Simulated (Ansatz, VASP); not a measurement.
## One calculation of P, two programs

```
CELL_PARAMETERS angstrom
0.00000 1.97588 1.97588
1.97588 0.00000 1.97588
1.97588 1.97588 0.00000
ATOMIC_POSITIONS crystal
P 0.00000 0.00000 0.00000
```

Change from the starting cell: volume scaled by 1.06, PAW files.

Alike in both runs: task electric field gradients; functional PBE; k mesh 20 × 20 × 20; occupations fermi-dirac, width 0.05 eV; no spin polarisation.

|  | VASP | Ansatz |
| --- | --- | --- |
| version | VASP 6.6.1 | Ansatz 0.2.0 |
| potentials or method | VASP PAW PBE potentials, release 64 (P) | PAW with Ansatz's default frozen-core files, scalar-relativistic |
| plane-wave cutoff (eV) | 520 | 420 |
| valence electrons in the cell | 5 | 5 |

Ansatz gave:

| Property | Result |
| --- | --- |
| pressure (GPa) | -4.7 |

Problem. Estimate VASP's values.

Solution. Pressure (GPa): -4.9.
